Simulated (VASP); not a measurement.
# Ti3Al5 (Pmmm) in VASP: notebook

Runs on Ti3Al5. Level: LDA. Tasks: single point.

Everything below comes from runs of VASP 6.6.1. Logs are shortened: lines on timing, memory, paths and dates and some standing lists are left out, and cuts for length are marked.

### Step 1. The cell of the first run

It takes space group Pmmm (No. 47, orthorhombic). Conventional cell: a = 3.848 Å, b = 3.961 Å, c = 7.979 Å, α = 90.00°, β = 90.00°, γ = 90.00°. Ti (site symmetry mm2) has 10 Al at 2.69 to 2.90 Å and 2 Ti at 2.86 Å within 3.5 Å. Within 3.6 Å of Ti (site symmetry mmm) lie 8 Al at 2.76 Å and 4 Ti at 2.86 Å. Within 3.6 Å of Al (site symmetry mmm) lie 4 Al at 2.72 Å and 8 Ti at 2.76 to 2.90 Å. Within 3.6 Å of Al (site symmetry mmm) lie 4 Ti at 2.73 Å and 8 Al at 2.76 to 2.82 Å. Within 3.5 Å of Al (site symmetry mmm) lie 4 Ti at 2.69 Å and 8 Al at 2.76 to 2.86 Å. Al (site symmetry mm2) has 6 Al at 2.72 to 2.86 Å and 6 Ti at 2.76 to 2.77 Å within 3.6 Å.

### Step 2. Single point, LDA

INCAR

```
SYSTEM = Ti3Al5
PREC = Accurate ; ENCUT = 520
EDIFF = 1E-6 ; ISMEAR = 0
SIGMA = 0.1 ; LREAL = .FALSE.
LASPH = .TRUE. ; NELM = 100
ALGO = Fast ; ISIF = 2
LWAVE = .FALSE. ; LCHARG = .FALSE.
GGA = CA ; NBANDS = 36
```

KPOINTS

```
regular mesh
0
G
  10 10 6
  0 0 0
```

POSCAR

```
Ti3Al5
1.0
    3.8478044600      0.0000000000      0.0000000000
    0.0000000000      3.9609522555      0.0000000000
    0.0000000000      0.0000000000      7.9794376850
Ti Al
3 5
Direct
    0.0000000000      0.5000000000      0.2646642642
    0.0000000000      0.5000000000      0.7353357358
    0.5000000000      0.5000000000      0.0000000000
    0.0000000000      0.0000000000      0.0000000000
    0.0000000000      0.0000000000      0.5000000000
    0.5000000000      0.5000000000      0.5000000000
    0.5000000000      0.0000000000      0.2416139455
    0.5000000000      0.0000000000      0.7583860545
```

Potentials or basis: VASP PAW LDA potentials, release 64 (Ti_sv, Al).

Command:

```
> cat potpaw_LDA.64/Ti_sv/POTCAR potpaw_LDA.64/Al/POTCAR > POTCAR
> mpirun -np 1 vasp_std > vasp.out
```

OUTCAR:

```text
SYSTEM = Ti3Al5
   PREC = Accurate
   ENCUT = 520
   EDIFF = 1E-6
   ISMEAR = 0
   LREAL = .FALSE.
   LASPH = .TRUE.
   NELM = 100
   ISIF = 2
   GGA = CA

 ion  position               nearest neighbor table
   1  0.000  0.500  0.265-   6 2.69   6 2.69   5 2.73   5 2.73   7 2.77   7 2.77   7 2.77   7 2.77
                             3 2.86   3 2.86   4 2.90   4 2.90
   2  0.000  0.500  0.735-   6 2.69   6 2.69   5 2.73   5 2.73   8 2.77   8 2.77   8 2.77   8 2.77
                             3 2.86   3 2.86   4 2.90   4 2.90
   3  0.500  0.500  0.000-   4 2.76   4 2.76   4 2.76   4 2.76   7 2.76   8 2.76   8 2.76   7 2.76
                             1 2.86   2 2.86   1 2.86   2 2.86
   4  0.000  0.000  0.000-   7 2.72   8 2.72   7 2.72   8 2.72   3 2.76   3 2.76   3 2.76   3 2.76
                             1 2.90   1 2.90   2 2.90   2 2.90
   5  0.000  0.000  0.500-   1 2.73   2 2.73   1 2.73   2 2.73   6 2.76   6 2.76   6 2.76   6 2.76
                             8 2.82   7 2.82   8 2.82   7 2.82
   6  0.500  0.500  0.500-   1 2.69   2 2.69   1 2.69   2 2.69   5 2.76   5 2.76   5 2.76   5 2.76
                             8 2.86   7 2.86   7 2.86   8 2.86
   7  0.500  0.000  0.242-   4 2.72   4 2.72   3 2.76   3 2.76   1 2.77   1 2.77   1 2.77   1 2.77
                             5 2.82   5 2.82   6 2.86   6 2.86
   8  0.500  0.000  0.758-   4 2.72   4 2.72   3 2.76   3 2.76   2 2.77   2 2.77   2 2.77   2 2.77
                             5 2.82   5 2.82   6 2.86   6 2.86

  LATTYP: Found a simple orthorhombic cell.
 ALAT       =     3.8478044600
 B/A-ratio  =     1.0294058070
 C/A-ratio  =     2.0737638224

  Lattice vectors:

 A1 = (   3.8478044600,   0.0000000000,   0.0000000000)
 A2 = (   0.0000000000,   3.9609522555,   0.0000000000)
 A3 = (   0.0000000000,   0.0000000000,   7.9794376850)

Analysis of symmetry for initial positions (statically):
=====================================================================
 Subroutine PRICEL returns:
 Original cell was already a primitive cell.

 Routine SETGRP: Setting up the symmetry group for a
 simple orthorhombic supercell.

 Subroutine GETGRP returns: Found  8 space group operations
 (whereof  8 operations were pure point group operations)
 out of a pool of  8 trial point group operations.

The static configuration has the point symmetry D_2h.

Analysis of symmetry for dynamics (positions and initial velocities):
=====================================================================
 Subroutine PRICEL returns:
 Original cell was already a primitive cell.

 Routine SETGRP: Setting up the symmetry group for a
 simple orthorhombic supercell.

 Subroutine GETGRP returns: Found  8 space group operations
 (whereof  8 operations were pure point group operations)
 out of a pool of  8 trial point group operations.

The dynamic configuration has the point symmetry D_2h.

 Subroutine INISYM returns: Found  8 space group operations
 (whereof  8 operations are pure point group operations),
 and found     1 'primitive' translations

----------------------------------------------------------------------------------------

                                     Primitive cell

  volume of cell :     121.6144

  direct lattice vectors                    reciprocal lattice vectors
     3.847804460  0.000000000  0.000000000     0.259888466  0.000000000  0.000000000
     0.000000000  3.960952256  0.000000000     0.000000000  0.252464543  0.000000000
     0.000000000  0.000000000  7.979437685     0.000000000  0.000000000  0.125322114

  length of vectors
     3.847804460  3.960952256  7.979437685     0.259888466  0.252464543  0.125322114

  position of ions in fractional coordinates (direct lattice)
     0.000000000  0.500000000  0.264664264
     0.000000000  0.500000000  0.735335736
     0.500000000  0.500000000  0.000000000
     0.000000000  0.000000000  0.000000000
     0.000000000  0.000000000  0.500000000
     0.500000000  0.500000000  0.500000000
     0.500000000  0.000000000  0.241613945
     0.500000000  0.000000000  0.758386055

  ion indices of the primitive-cell ions
   primitive index   ion index
                 1           1
                 2           2
                 3           3
                 4           4
                 5           5
                 6           6
                 7           7
                 8           8

----------------------------------------------------------------------------------------

 KPOINTS: regular mesh

Automatic generation of k-mesh.
 Grid dimensions read from file:
 generate k-points for:   10   10    6

 Generating k-lattice:

  Cartesian coordinates                     Fractional coordinates (reciprocal lattice)
     0.025988847  0.000000000  0.000000000     0.100000000  0.000000000  0.000000000
     0.000000000  0.025246454  0.000000000     0.000000000  0.100000000  0.000000000
     0.000000000  0.000000000  0.020887019     0.000000000  0.000000000  0.166666667

  Length of vectors
     0.025988847  0.025246454  0.020887019

  Shift w.r.t. Gamma in fractional coordinates (k-lattice)
     0.000000000  0.000000000  0.000000000

 Subroutine IBZKPT returns following result:
 ===========================================

 Found    144 irreducible k-points:

 Following reciprocal coordinates:
            Coordinates               Weight
  0.000000  0.000000  0.000000      1.000000
  0.100000  0.000000  0.000000      2.000000
  0.200000  0.000000  0.000000      2.000000
  0.300000  0.000000  0.000000      2.000000
  0.400000  0.000000  0.000000      2.000000
  0.500000  0.000000  0.000000      1.000000
[... 16 lines left out ...]
  0.400000  0.300000  0.000000      4.000000
  0.500000  0.300000  0.000000      2.000000
 [... further k-points ...]
   k-points           NKPTS =    144   k-points in BZ     NKDIM =    144   number of bands    NBANDS=     36
   number of dos      NEDOS =    301   number of ions     NIONS =      8
   total plane-waves  NPLWV =  54000
   dimension x,y,z NGX =    30 NGY =   30 NGZ =   60
   dimension x,y,z NGXF=    60 NGYF=   60 NGZF=  120
   ions per type =               3   5
   NGX,Y,Z   is equivalent  to a cutoff of  12.96, 12.59, 12.50 a.u.
   NGXF,Y,Z  is equivalent  to a cutoff of  25.92, 25.18, 25.00 a.u.
 SYSTEM =  Ti3Al5
   PREC   = accura    normal or accurate (medium, high low for compatibility)
   ISTART =      0    job   : 0-new  1-cont  2-samecut
   ICHARG =      2    charge: 1-file 2-atom 10-const
   ISPIN  =      1    spin polarized calculation?
   LNONCOLLINEAR =      F non collinear calculations
   LSORBIT =      F    spin-orbit coupling
   LASPH  =      T    aspherical Exc in radial PAW
   ENCUT  =  520.0 eV  38.22 Ry    6.18 a.u.   7.15  7.36 14.84*2*pi/ulx,y,z
   NELM   =    100;   NELMIN=  2; NELMDL= -5     # of ELM steps
   EDIFF  = 0.1E-05   stopping-criterion for ELM
   LREAL  =      F    real-space projection
   EDIFFG = 0.1E-04   stopping-criterion for IOM
   NSW    =      0    number of steps for IOM
   IBRION =     -1    ionic relax: 0-MD 1-quasi-New 2-CG
   NFREE  =      0    steps in history (QN), initial steepest desc. (CG)
   ISIF   =      2    stress and relaxation
   ISYM   =      2    0-nonsym 1-usesym 2-fastsym
   POTIM  = 0.5000    time-step for ionic-motion
   TEBEG  =    0.0;   TEEND  =   0.0 temperature during run
   PSTRESS=    0.0 pullay stress
   NELECT =      51.0000    total number of electrons
   NUPDOWN=      -1.0000    fix difference up-down
   EMIN   =  10.00;   EMAX   =-10.00  energy-range for DOS
   EFERMI =   0.00;   METHOD = LEGACY
   ISMEAR =     0;   SIGMA  =   0.10  broadening in eV -4-tet -1-fermi 0-gaus
   EFERMI_NEDOS =   21; number of points for ismear=-14 and -15
   IALGO  =     68    algorithm
   IMIX   =      4    mixing-type and parameters
     AMIX     =   0.40;   BMIX     =  1.00
     AMIX_MAG =   1.60;   BMIX_MAG =  1.00
  volume/ion in A,a.u.               =      15.20       102.59
  Fermi-wavevector in a.u.,A,eV,Ry     =   1.225378  2.315628 20.429831  1.501550
  Thomas-Fermi vector in A             =   2.360418
   LORBIT       =      0    0 simple, 1 ext, 2 COOP (PROOUT), +10 PAW based schemes
   GGA     = CA    functional components
   LHFCALC =     F    Hartree Fock is set to
   AEXX    =    0.0000 exact exchange contribution
   IVDW    =     0    specifies the selected vdW correction
   LEPSILON=     F    determine dielectric tensor
   LRPA    =     F    only Hartree local field effects (RPA)
 non-spin polarized calculation
 RMM-DIIS sequential band-by-band and
 Gauss-broadening in eV      SIGMA  =   0.10
  energy-cutoff  :      520.00
  volume of cell :      121.61
 maximum number of plane-waves:      3294
 NGX is ok and might be reduce to    30
   NGX = 15   NGY = 15   NGZ = 29

 number of electron      50.9999996 magnetization

 Free energy of the ion-electron system (eV)
  ---------------------------------------------------
  ext. energy  EPLUGINS =         0.00000000
  ---------------------------------------------------
  free energy    TOTEN  =       -50.05926718 eV

  energy without entropy =      -50.03441765  energy(sigma->0) =      -50.04684242

 E-fermi :   8.7563     XC(G=0): -11.3230

 val. band max:        8.7537910302   @ k =   0.0000   0.3000   0.0000
 cond. band min:       8.7567425314   @ k =   0.5000   0.2000   0.3333
 fundamental gap:      0.0029515012
 Fermi energy:         8.7563199867

 k-point     1 :       0.0000    0.0000    0.0000
  band No.  band energies     occupation
      1     -47.1216      2.00000
      2     -47.1122      2.00000
      3     -46.9461      2.00000
      4     -23.8859      2.00000
      5     -23.8737      2.00000
      6     -23.8361      2.00000
[... 28 lines left out ...]
     35      12.4946      0.00000
     36      12.5182      0.00000

 k-point     2 :       0.1000    0.0000    0.0000
  band No.  band energies     occupation
      1     -47.1208      2.00000
      2     -47.1121      2.00000
      3     -46.9468      2.00000
      4     -23.8848      2.00000
      5     -23.8735      2.00000
      6     -23.8381      2.00000
[... 850 lines left out ...]
 k-point    24 :       0.5000    0.3000    0.0000
  band No.  band energies     occupation
      1     -47.1115      2.00000
      2     -47.1104      2.00000
      3     -46.9528      2.00000
      4     -23.8864      2.00000
      5     -23.8838      2.00000
      6     -23.8789      2.00000
[... 28 lines left out ...]
     35      11.4123      0.00000
     36      11.7278      0.00000

 [... further k-points ...]

------------------------ aborting loop because EDIFF is reached ----------------------------------------

  FORCE on cell =-STRESS in cart. coord.  units (eV):
  Direction    XX          YY          ZZ          XY          YZ          ZX
  --------------------------------------------------------------------------------------
  -------------------------------------------------------------------------------------
  Total        0.0932059      0.0817014      0.0841584     -0.0000000      0.0000000      0.0000000
  in kB        1.2279176      1.0763546      1.1087237     -0.0000000      0.0000000      0.0000000
  external PRESSURE =       1.1376653 kB  Pullay stress =       0.0000000 kB

 VOLUME and BASIS-vectors are now :
 -----------------------------------------------------------------------------
  energy-cutoff  :      520.00
  volume of cell :      121.61
      direct lattice vectors                 reciprocal lattice vectors
     3.847804460  0.000000000  0.000000000     0.259888466  0.000000000  0.000000000
     0.000000000  3.960952256  0.000000000     0.000000000  0.252464543  0.000000000
     0.000000000  0.000000000  7.979437685     0.000000000  0.000000000  0.125322114

 POSITION                                       TOTAL-FORCE (eV/Angst)
 -----------------------------------------------------------------------------------
      0.00000      1.98048      2.11187         0.000000     -0.000000     -0.003999
      0.00000      1.98048      5.86757         0.000000     -0.000000      0.003999
      1.92390      1.98048      0.00000         0.000000      0.000000      0.000000
      0.00000      0.00000      0.00000         0.000000      0.000000      0.000000
      0.00000      0.00000      3.98972         0.000000      0.000000      0.000000
      1.92390      1.98048      3.98972         0.000000      0.000000      0.000000
      1.92390      0.00000      1.92794         0.000000      0.000000      0.004041
      1.92390      0.00000      6.05149         0.000000      0.000000     -0.004041
 -----------------------------------------------------------------------------------
    total drift:                                0.000000      0.000000     -0.000000

  FREE ENERGIE OF THE ION-ELECTRON SYSTEM (eV)
  ---------------------------------------------------
  free  energy   TOTEN  =       -50.0592671832 eV

  energy  without entropy=      -50.0344176486  energy(sigma->0) =      -50.04684242
```

Wall time 32 min (1 thread of Intel Xeon 8259CL, shared host); peak memory 0.54 GiB.

What came out:

```yaml
Free_energy: -50.0593 eV
Pressure: 0.1 GPa
Largest_force: 0.004 eV/Å
Band_gap_on_the_k_mesh: zero (an odd number of electrons rules out a gap without spin polarisation)
```

Forces in eV/Å, atoms in the order of the input:
```
Ti   0.000  0.000 -0.004
Ti   0.000  0.000  0.004
Ti   0.000  0.000  0.000
Al   0.000  0.000  0.000
Al   0.000  0.000  0.000
Al   0.000  0.000  0.000
Al   0.000  0.000  0.004
Al   0.000  0.000 -0.004
```

### Step 3. Single point, LDA

INCAR

```
  PREC = Accurate
  ENCUT = 520
  EDIFF = 1E-7
  ISMEAR = -1
  SIGMA = 0.15
  LREAL = False
  LASPH = True
  NELM = 60
  ALGO = Fast
  ISIF = 2
  LWAVE = False
  LCHARG = True
  LELF = True
  LVHAR = True
  NBANDS = 36
```

KPOINTS

```
Automatic mesh
0
Gamma
  10 10 6
```

POSCAR

```
Ti3Al5
1.0
    3.8521241995      0.0000000000      0.0000000000
    0.0000000000      3.9557884039      0.0000000000
    0.0000000000      0.0000000000      7.9889717528
Ti Al
3 5
Direct
    0.0000000000      0.5000000000      0.2646126191
    0.0000000000      0.5000000000      0.7353873809
    0.5000000000      0.5000000000      0.0000000000
    0.0000000000      0.0000000000      0.0000000000
    0.0000000000      0.0000000000      0.5000000000
    0.5000000000      0.5000000000      0.5000000000
    0.5000000000      0.0000000000      0.2418838216
    0.5000000000      0.0000000000      0.7581161784
```

Potentials or basis: VASP PAW LDA potentials, release 64 (Ti_sv, Al).

Command:

```
> cat potpaw_LDA.64/Ti_sv/POTCAR potpaw_LDA.64/Al/POTCAR > POTCAR
> mpirun -np 1 vasp_std > vasp.out
```

Wall time 29 min (1 thread of Intel Xeon 8259CL, shared host); peak memory 0.55 GiB.

Results (log left out):

```yaml
Free_energy: -50.2229 eV
Pressure: 0.2 GPa
Largest_force: 0.006 eV/Å
Band_gap_on_the_k_mesh: zero (an odd number of electrons rules out a gap without spin polarisation)
```

Forces on the atoms (eV/Å):
```
Ti   0.000  0.000 -0.005
Ti   0.000  0.000  0.005
Ti   0.000  0.000  0.000
Al   0.000  0.000  0.000
Al   0.000  0.000  0.000
Al   0.000  0.000  0.000
Al   0.000  0.000  0.006
Al   0.000  0.000 -0.006
```

Levels at points of the mesh, in eV from the Fermi level:
| k point | band 24 | band 25 | band 26 | band 27 | band 28 | band 29 |
| --- | --- | --- | --- | --- | --- | --- |
| (0.00, 0.00, 0.00) | -0.62 | -0.55 | -0.26 | 0.06 | 0.71 | 0.76 |
| (0.50, 0.00, 0.00) | -0.96 | -0.55 | -0.09 | 0.74 | 1.02 | 1.47 |
| (0.00, 0.50, 0.00) | -0.27 | 0.03 | 0.85 | 1.08 | 1.15 | 1.46 |
| (0.50, 0.50, 0.00) | -0.92 | -0.81 | -0.16 | -0.08 | 1.13 | 1.23 |
| (0.00, 0.00, 0.50) | -0.60 | -0.49 | -0.25 | 0.14 | 0.60 | 0.77 |
| (0.50, 0.00, 0.50) | -0.74 | -0.66 | -0.56 | 0.97 | 1.23 | 1.34 |
| (0.00, 0.50, 0.50) | 0.66 | 0.76 | 0.84 | 0.99 | 1.01 | 1.15 |
| (0.50, 0.50, 0.50) | -1.61 | -1.09 | -0.63 | -0.25 | 1.27 | 1.29 |
